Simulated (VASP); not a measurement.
Here is a VASP 6.6.1 calculation.

Contents of POSCAR:

```
TiAl
1.0
    3.0953600000      0.0000000000      0.0000000000
    0.0000000000      3.0953600000      0.0000000000
    0.0000000000      0.0000000000      3.0953600000
Al Ti
1 1
Direct
    0.0000000000      0.0000000000      0.0000000000
    0.5000000000      0.5000000000      0.5000000000
```

INCAR.step1

```
ALGO = Normal
EDIFF = 1E-5
ENCUT = 550
GGA = PE
GGA_COMPAT = F
ISMEAR = -1
LASPH = T
LCHARG = F
LREAL = F
LWAVE = T
NBANDS = 14
NELM = 120
PREC = Accurate
SIGMA = 0.1
```

The input INCAR.step2:

```
ALGO = Normal
EDIFF = 1E-6
ENCUT = 550
GGA_COMPAT = F
ISIF = 2
ISMEAR = -1
ISTART = 1
LASPH = T
LCHARG = F
LMIXTAU = T
LREAL = F
LWAVE = F
METAGGA = R2SCAN
NBANDS = 14
NELM = 120
PREC = Accurate
SIGMA = 0.1
```

KPOINTS

```
k-points
0
Gamma
  11 11 11
```

Potentials or basis: VASP PAW PBE potentials, release 64 (Al, Ti_sv).

The run is started by

```sh
$ cat potpaw_PBE.64/Al/POTCAR potpaw_PBE.64/Ti_sv/POTCAR > POTCAR
$ cp INCAR.step1 INCAR
$ mpirun -np 1 vasp_std > vasp.out
$ cp INCAR.step2 INCAR
$ mpirun -np 1 vasp_std > vasp.out
```

(1) Predict the band gap on the k mesh.

(2) What does it give for the pressure?

Answers

(1) zero (an odd number of electrons rules out a gap without spin polarisation).

(2) 10.4 GPa.

Caveat: the cell stands under pressure; the PAW data sets were made with another functional, which shifts forces and pressure a little.
